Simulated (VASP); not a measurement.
# Zr (Im-3m) in VASP: further runs, part 3 of 3

VASP 6.6.1.

## Step 5: Single point, RPBE

This run uses another cell than the first one, of 22.77 Å³/atom, 1.050 times its volume.

Contents of INCAR:

```
PREC = Accurate
ENCUT = 500
EDIFF = 1E-6
ISMEAR = -1
SIGMA = 0.05
LREAL = False
LASPH = True
NELM = 120
ALGO = Normal
ISIF = 2
LWAVE = False
LCHARG = False
GGA = RP
NBANDS = 12
GGA_COMPAT = False
```

Contents of KPOINTS:

```
regular mesh
0
Gamma
  10 10 10
```

Contents of POSCAR:

```
Zr
1.0
   -1.7855375418      1.7855375418      1.7855375418
    1.7855375418     -1.7855375418      1.7855375418
    1.7855375418      1.7855375418     -1.7855375418
Zr
1
Direct
    0.0000000000      0.0000000000      0.0000000000
```

Potentials or basis: VASP PAW PBE potentials, release 64 (Zr_sv).

On the command line:

```
cat potpaw_PBE.64/Zr_sv/POTCAR > POTCAR
mpirun -np 1 vasp_std > vasp.out
```

OUTCAR:

```text
PREC = Accurate
   ENCUT = 500
   EDIFF = 1E-6
   ISMEAR = -1
   LREAL = False
   LASPH = True
   NELM = 120
   ISIF = 2
   GGA = RP

 ion  position               nearest neighbor table
   1  0.000  0.000  0.000-

  LATTYP: Found a body centered cubic cell.
 ALAT       =     3.5710750836

  Lattice vectors:

 A1 = (  -1.7855375418,   1.7855375418,   1.7855375418)
 A2 = (   1.7855375418,  -1.7855375418,   1.7855375418)
 A3 = (   1.7855375418,   1.7855375418,  -1.7855375418)

Analysis of symmetry for initial positions (statically):
=====================================================================
 Subroutine PRICEL returns:
 Original cell was already a primitive cell.

 Routine SETGRP: Setting up the symmetry group for a
 body centered cubic supercell.

 Subroutine GETGRP returns: Found 48 space group operations
 (whereof 48 operations were pure point group operations)
 out of a pool of 48 trial point group operations.

The static configuration has the point symmetry O_h .

Analysis of symmetry for dynamics (positions and initial velocities):
=====================================================================
 Subroutine PRICEL returns:
 Original cell was already a primitive cell.

 Routine SETGRP: Setting up the symmetry group for a
 body centered cubic supercell.

 Subroutine GETGRP returns: Found 48 space group operations
 (whereof 48 operations were pure point group operations)
 out of a pool of 48 trial point group operations.

The dynamic configuration has the point symmetry O_h .

 Subroutine INISYM returns: Found 48 space group operations
 (whereof 48 operations are pure point group operations),
 and found     1 'primitive' translations

----------------------------------------------------------------------------------------

                                     Primitive cell

  volume of cell :      22.7702

  direct lattice vectors                    reciprocal lattice vectors
    -1.785537542  1.785537542  1.785537542     0.000000000  0.280027716  0.280027716
     1.785537542 -1.785537542  1.785537542     0.280027716  0.000000000  0.280027716
     1.785537542  1.785537542 -1.785537542     0.280027716  0.280027716  0.000000000

  length of vectors
     3.092641741  3.092641741  3.092641741     0.396018994  0.396018994  0.396018994

  position of ions in fractional coordinates (direct lattice)
     0.000000000  0.000000000  0.000000000

  ion indices of the primitive-cell ions
   primitive index   ion index
                 1           1

----------------------------------------------------------------------------------------

 KPOINTS: regular mesh

Automatic generation of k-mesh.
 Grid dimensions read from file:
 generate k-points for:   10   10   10

 Generating k-lattice:

  Cartesian coordinates                     Fractional coordinates (reciprocal lattice)
     0.000000000  0.028002772  0.028002772     0.100000000  0.000000000  0.000000000
     0.028002772  0.000000000  0.028002772     0.000000000  0.100000000  0.000000000
     0.028002772  0.028002772  0.000000000     0.000000000  0.000000000  0.100000000

  Length of vectors
     0.039601899  0.039601899  0.039601899

  Shift w.r.t. Gamma in fractional coordinates (k-lattice)
     0.000000000  0.000000000  0.000000000

 Subroutine IBZKPT returns following result:
 ===========================================

 Found     47 irreducible k-points:

 Following reciprocal coordinates:
            Coordinates               Weight
  0.000000  0.000000  0.000000      1.000000
  0.100000  0.000000  0.000000     12.000000
  0.200000  0.000000  0.000000     12.000000
  0.300000  0.000000  0.000000     12.000000
  0.400000  0.000000  0.000000     12.000000
  0.500000  0.000000  0.000000      6.000000
[... 16 lines left out ...]
  0.300000  0.300000  0.100000      8.000000
 -0.300000  0.300000  0.100000     24.000000
 [... further k-points ...]
   k-points           NKPTS =     47   k-points in BZ     NKDIM =     47   number of bands    NBANDS=     12
   number of dos      NEDOS =    301   number of ions     NIONS =      1
   total plane-waves  NPLWV =  13824
   dimension x,y,z NGX =    24 NGY =   24 NGZ =   24
   dimension x,y,z NGXF=    48 NGYF=   48 NGZF=   48
   ions per type =               1
   NGX,Y,Z   is equivalent  to a cutoff of  12.90, 12.90, 12.90 a.u.
   NGXF,Y,Z  is equivalent  to a cutoff of  25.80, 25.80, 25.80 a.u.
 SYSTEM =  unknown system
   PREC   = accura    normal or accurate (medium, high low for compatibility)
   ISTART =      0    job   : 0-new  1-cont  2-samecut
   ICHARG =      2    charge: 1-file 2-atom 10-const
   ISPIN  =      1    spin polarized calculation?
   LNONCOLLINEAR =      F non collinear calculations
   LSORBIT =      F    spin-orbit coupling
   LASPH  =      T    aspherical Exc in radial PAW
   ENCUT  =  500.0 eV  36.75 Ry    6.06 a.u.   5.64  5.64  5.64*2*pi/ulx,y,z
   NELM   =    120;   NELMIN=  2; NELMDL= -5     # of ELM steps
   EDIFF  = 0.1E-05   stopping-criterion for ELM
   LREAL  =      F    real-space projection
   EDIFFG = 0.1E-04   stopping-criterion for IOM
   NSW    =      0    number of steps for IOM
   IBRION =     -1    ionic relax: 0-MD 1-quasi-New 2-CG
   NFREE  =      0    steps in history (QN), initial steepest desc. (CG)
   ISIF   =      2    stress and relaxation
   ISYM   =      2    0-nonsym 1-usesym 2-fastsym
   POTIM  = 0.5000    time-step for ionic-motion
   TEBEG  =    0.0;   TEEND  =   0.0 temperature during run
   PSTRESS=    0.0 pullay stress
   NELECT =      12.0000    total number of electrons
   NUPDOWN=      -1.0000    fix difference up-down
   EMIN   =  10.00;   EMAX   =-10.00  energy-range for DOS
   EFERMI =   0.00;   METHOD = LEGACY
   ISMEAR =    -1;   SIGMA  =   0.05  broadening in eV -4-tet -1-fermi 0-gaus
   EFERMI_NEDOS =   21; number of points for ismear=-14 and -15
   IALGO  =     38    algorithm
   IMIX   =      4    mixing-type and parameters
     AMIX     =   0.40;   BMIX     =  1.00
     AMIX_MAG =   1.60;   BMIX_MAG =  1.00
  volume/ion in A,a.u.               =      22.77       153.66
  Fermi-wavevector in a.u.,A,eV,Ry     =   1.322350  2.498878 23.791260  1.748608
  Thomas-Fermi vector in A             =   2.452037
   LORBIT       =      0    0 simple, 1 ext, 2 COOP (PROOUT), +10 PAW based schemes
   GGA     = RP    functional components
   LHFCALC =     F    Hartree Fock is set to
   AEXX    =    0.0000 exact exchange contribution
   IVDW    =     0    specifies the selected vdW correction
   LEPSILON=     F    determine dielectric tensor
   LRPA    =     F    only Hartree local field effects (RPA)
 non-spin polarized calculation
  energy-cutoff  :      500.00
  volume of cell :       22.77
 maximum number of plane-waves:       603
   NGX = 11   NGY = 11   NGZ = 11

 number of electron      12.0000000 magnetization

 Free energy of the ion-electron system (eV)
  ---------------------------------------------------
  ext. energy  EPLUGINS =         0.00000000
  ---------------------------------------------------
  free energy    TOTEN  =        -8.00749882 eV

  energy without entropy =       -7.99228904  energy(sigma->0) =       -7.99989393

 E-fermi :   9.0904     XC(G=0): -11.1027

 val. band max:        9.0502531740   @ k =   0.2000   0.2000   0.0000
 cond. band min:       9.1186396227   @ k =   0.2000   0.1000   0.0000
 fundamental gap:      0.0683864487
 Fermi energy:         9.0904008716

 k-point     1 :       0.0000    0.0000    0.0000
  band No.  band energies     occupation
      1     -39.4241      2.00000
      2     -16.9083      2.00000
      3     -16.9083      2.00000
      4     -16.9083      2.00000
      5       3.6475      2.00000
      6      10.1948      0.00000
      7      10.1948      0.00000
      8      10.1948      0.00000
      9      12.7154      0.00000
     10      12.7154      0.00000
     11      21.4869      0.00000
     12      21.4869      0.00000

 k-point     2 :       0.1000    0.0000    0.0000
  band No.  band energies     occupation
      1     -39.4086      2.00000
      2     -17.0136      2.00000
      3     -16.9403      2.00000
      4     -16.9091      2.00000
      5       3.9909      2.00000
      6       9.9678      0.00000
      7      10.1031      0.00000
      8      10.5307      0.00000
      9      12.4002      0.00000
     10      12.7147      0.00000
     11      21.7712      0.00000
     12      22.1074      0.00000
[... 316 lines left out ...]
 k-point    24 :      -0.3000    0.3000    0.1000
  band No.  band energies     occupation
      1     -39.3039      2.00000
      2     -17.5845      2.00000
      3     -17.1594      2.00000
      4     -16.9901      2.00000
      5       6.1477      2.00000
      6       9.2110      0.16466
      7       9.2266      0.12307
      8      11.5864      0.00000
      9      12.8604      0.00000
     10      13.5103      0.00000
     11      21.0472      0.00000
     12      22.8219      0.00000

 [... further k-points ...]
[... 5 lines left out ...]
  --------------------------------------------------------------------------------------
  -------------------------------------------------------------------------------------
  Total        0.3092472      0.3092472      0.3092472      0.0000000      0.0000000      0.0000000
  in kB       21.7595240     21.7595240     21.7595240      0.0000000      0.0000000      0.0000000
  external PRESSURE =      21.7595240 kB  Pullay stress =       0.0000000 kB

 VOLUME and BASIS-vectors are now :
 -----------------------------------------------------------------------------
  energy-cutoff  :      500.00
  volume of cell :       22.77
      direct lattice vectors                 reciprocal lattice vectors
    -1.785537542  1.785537542  1.785537542     0.000000000  0.280027716  0.280027716
     1.785537542 -1.785537542  1.785537542     0.280027716  0.000000000  0.280027716
     1.785537542  1.785537542 -1.785537542     0.280027716  0.280027716  0.000000000

 POSITION                                       TOTAL-FORCE (eV/Angst)
 -----------------------------------------------------------------------------------
      0.00000      0.00000      0.00000        -0.000000     -0.000000     -0.000000
 -----------------------------------------------------------------------------------
    total drift:                                0.000000      0.000000      0.000000

  FREE ENERGIE OF THE ION-ELECTRON SYSTEM (eV)
  ---------------------------------------------------
  free  energy   TOTEN  =        -8.0074988182 eV

  energy  without entropy=       -7.9922890379  energy(sigma->0) =       -7.99989393
```

OSZICAR:

```text
N       E                     dE             d eps       ncg     rms          rms(c)
DAV:   1     0.864056955656E+02    0.86406E+02   -0.68411E+03  1128   0.970E+02
DAV:   2    -0.542660844166E+01   -0.91832E+02   -0.89435E+02  1320   0.268E+02
DAV:   3    -0.822721347148E+01   -0.28006E+01   -0.27541E+01  1592   0.408E+01
DAV:   4    -0.829656498891E+01   -0.69352E-01   -0.69314E-01  1320   0.626E+00
DAV:   5    -0.829848836616E+01   -0.19234E-02   -0.19233E-02  1636   0.804E-01    0.103E+01
DAV:   6    -0.804615095643E+01    0.25234E+00   -0.35004E-01  1236   0.554E+00    0.412E+00
DAV:   7    -0.800360445368E+01    0.42547E-01   -0.18549E-01  1368   0.387E+00    0.649E-01
DAV:   8    -0.800749251386E+01   -0.38881E-02   -0.11765E-02  1348   0.123E+00    0.950E-02
DAV:   9    -0.800750999335E+01   -0.17479E-04   -0.47029E-04  1500   0.183E-01    0.278E-02
DAV:  10    -0.800750355252E+01    0.64408E-05   -0.15342E-05  1356   0.403E-02    0.845E-03
DAV:  11    -0.800749910757E+01    0.44449E-05   -0.32605E-06  1608   0.133E-02    0.372E-03
DAV:  12    -0.800749881822E+01    0.28935E-06   -0.40870E-08   664   0.242E-03
   1 F= -.80074988E+01 E0= -.79998939E+01  d E =-.152098E-01
```

stdout:

```text
POSCAR found type information on POSCAR Zr
 POSCAR found :  1 types and       1 ions
 scaLAPACK will be used
 -----------------------------------------------------------------------------
|                                                                             |
|                                                                             |
|     You enforced a specific xc type in the INCAR file but a different       |
|     I HOPE YOU KNOW WHAT YOU ARE DOING!                                     |
|                                                                             |
 -----------------------------------------------------------------------------

 LDA part: xc-table for (Slater+PW92), standard interpolation
 POSCAR, INCAR and KPOINTS ok, starting setup
 FFT: planning ... GRIDC
 FFT: planning ... GRID_SOFT
 FFT: planning ... GRID
 WAVECAR not read
 entering main loop
```

Wall time 13 s (1 thread of Intel Xeon 8259CL, shared host); peak memory 0.14 GiB.

Results:

```yaml
Free_energy: -8.0075 eV
Pressure: 2.2 GPa
Band_gap_on_the_k_mesh: zero (band 6 reaches 10.19 eV, above the bottom of band 7 at 8.41 eV)
```

Levels at points of the mesh, in eV from the Fermi level:
| k point | band 3 | band 4 | band 5 | band 6 | band 7 | band 8 | band 9 | band 10 |
| --- | --- | --- | --- | --- | --- | --- | --- | --- |
| (0.00, 0.00, 0.00) | -26.00 | -26.00 | -5.44 | 1.10 | 1.10 | 1.10 | 3.62 | 3.62 |
| (0.50, 0.00, 0.00) | -26.32 | -26.01 | -2.88 | -0.73 | 1.62 | 3.63 | 4.31 | 6.42 |
| (0.50, 0.50, 0.50) | -26.70 | -26.70 | -2.67 | -2.67 | 5.73 | 5.73 | 5.73 | 7.53 |

Caveat: the PAW data sets were made with another functional, which shifts forces and pressure a little.

## Step 6: Summary

| level | cell | gap on the mesh (eV) | pressure (GPa) |
| --- | --- | --- | --- |
| PBE+D3(BJ) | a = 3.043 Å, angles 109.5°, 1 atom | none | 0.1 |
| BLYP+D3(BJ) | a = 3.010 Å, angles 109.5°, 1 atom | none | 0.1 |
| RPBE | a = 3.071 Å, angles 109.5°, 1 atom | none | 4.1 |
| RPBE | a = 3.093 Å, angles 109.5°, 1 atom | none | 2.2 |

Alike in all rows: task single point; potentials or basis VASP PAW PBE potentials, release 64 (Zr_sv); no spin polarisation; k mesh 10 × 10 × 10; cutoff (eV) 500; smearing fermi-dirac 0.05 eV.

Caveats: the PAW data sets were made with another functional, which shifts forces and pressure a little (some runs); pairwise dispersion overbinds metals, which lowers pressure and volume (some runs).

Total energies depend on the potentials used, so only differences within one code and one set of settings carry meaning.
